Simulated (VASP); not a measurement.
Here is a VASP 6.6.1 calculation.

INCAR

```
PREC = Accurate
ENCUT = 520
EDIFF = 1E-8
ISMEAR = -1
SIGMA = 0.05
LREAL = F
LASPH = T
NELM = 100
ALGO = Normal
ISIF = 2
LWAVE = F
LCHARG = F
GGA = PS
LEFG = T
NBANDS = 21
```

The input KPOINTS:

```
regular mesh
0
Gamma
  11 11 11
```

File POSCAR:

```
Sn
1.0
    0.0000000000      3.1793446744      3.1793446744
    3.1793446744      0.0000000000      3.1793446744
    3.1793446744      3.1793446744      0.0000000000
Sn
2
Direct
    0.5000000000      0.5000000000      0.5000000000
    0.7500000000      0.7500000000      0.7500000000
```

Potentials or basis: VASP PAW PBE potentials, release 64 (Sn_d).

Run with:

```console
$ cat potpaw_PBE.64/Sn_d/POTCAR > POTCAR
$ mpirun -np 1 vasp_std > vasp.out
```

Estimate the pressure.

4.2 GPa.

What does it give for the band gap on the k mesh?

Zero (bands 14 and 15 overlap by 0.01 eV).

Caveat: the cell stands under pressure; the PAW data sets were made with another functional, which shifts forces and pressure a little; spin-orbit coupling is left out, which moves the levels of the heavy elements.
